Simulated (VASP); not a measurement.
Crystal: SrCl2.

```xyz
3
Lattice="0.0000 3.3547 3.5829 3.3547 0.0000 3.5829 3.3547 3.3547 0.0000" Properties=species:S:1:pos:R:3 pbc="T T T"
Sr    0.0000    0.0000    0.0000
Cl    1.6773    1.6773    1.7914
Cl    5.0320    5.0320    5.3743
```

This cell differs from its parent crystal: epitaxial xy strain -4.1%.

Base run:

| Property | Result |
| --- | --- |
| Program | VASP 6.6.1 |
| Functional | r2SCAN |
| Potentials or basis | VASP PAW PBE potentials, release 64 (Sr_sv, Cl) |
| Cutoff | 520 eV |
| k mesh | 6 × 6 × 6 |
| Occupations | gaussian, width 0.01 eV |
| Spin | no spin polarisation |

Its results: band gap on the k mesh 5.72 eV (least direct gap 5.74 eV); pressure 2.6 GPa.

Question: The run is repeated on the same cell with these changes: functional from r2SCAN to PBE; occupations from gaussian, width 0.01 eV to fermi-dirac, width 0.02 eV. What comes out?

Answer: Band gap on the k mesh 5.15 eV (least direct gap 5.28 eV); pressure 3.3 GPa.

Caveats: the structure was generated, so it needn't be the stable form of SrCl2; the PAW data sets were made with another functional, which shifts forces and pressure a little (at least some runs); the cell stands under pressure (at least some runs).

A k mesh can miss the band edges.
